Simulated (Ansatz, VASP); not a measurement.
**Two plane-wave programs on Cu**

The input POSCAR:

```
Cu
1.0
    0.0000000000      1.8075000000      1.8075000000
    1.8075000000      0.0000000000      1.8075000000
    1.8075000000      1.8075000000      0.0000000000
Cu
1
Direct
    0.0000000000      0.0000000000      0.0000000000
```

INCAR.step1

```
ALGO = Normal
EDIFF = 1E-5
ENCUT = 520
GGA = PE
ISIF = 2
ISMEAR = -1
LASPH = T
LREAL = F
LWAVE = T
NBANDS = 12
NELM = 80
PREC = Accurate
SIGMA = 0.05
```

Contents of INCAR.step2:

```
AEXX = 0.2
AGGAC = 0.81
AGGAX = 0.72
ALDAC = 0.19
ALGO = Normal
EDIFF = 1E-6
ENCUT = 520
GGA = B3
ISIF = 2
ISMEAR = -1
ISTART = 1
LASPH = T
LCHARG = T
LELF = T
LHFCALC = T
LREAL = F
LVHAR = T
LWAVE = F
NBANDS = 12
NELM = 80
PREC = Accurate
PRECFOCK = Normal
SIGMA = 0.05
```

KPOINTS

```
k-points
0
Gamma
  7 7 7
```

Contents of input.yaml:

```yaml
crystal:
  lattice:
    - [0.0, 1.8075, 1.8075]
    - [1.8075, 0.0, 1.8075]
    - [1.8075, 1.8075, 0.0]
  atoms:
    - { symbol: Cu, position: [0.0, 0.0, 0.0] }
hamiltonian:
  xc: b3lyp
  pseudopotentials: { kind: paw }
kpoints:
  mp_grid: { grid: [7, 7, 7] }
scf:
  occupations: { method: fermi_dirac, width: 0.05 }
output:
  forces: true
  stress: true
  eigenvalues: true
```

Alike in both runs: task single point; functional B3LYP; k mesh 7 × 7 × 7; occupations fermi-dirac, width 0.05 eV; no spin polarisation.

|  | VASP | Ansatz |
| --- | --- | --- |
| version | VASP 6.6.1 | Ansatz 0.2.0 |
| potentials or method | VASP PAW PBE potentials, release 64 (Cu) | Ansatz PAW |
| plane-wave cutoff (eV) | 520 | 420 |
| valence electrons in the cell | 11 | 19 |

VASP gave:

* gap on the k mesh at the Fermi level (eV): none
* pressure (GPa): 8.0

Task: What did Ansatz give for the same quantities?

Result: gap on the k mesh at the Fermi level (eV): none; pressure (GPa): 7.8.

VASP's potentials were made for PBE, not for B3LYP. A gap of «none» marks a metal or a gap that the smearing closes. The functional is the same, so the differences come from potentials, cutoffs and numerics. VASP's potentials hold 11 valence electrons a cell and Ansatz's 19, so a difference there can come from the potentials and not from the codes.

The k mesh is coarse, so the values compare programs but aren't converged.
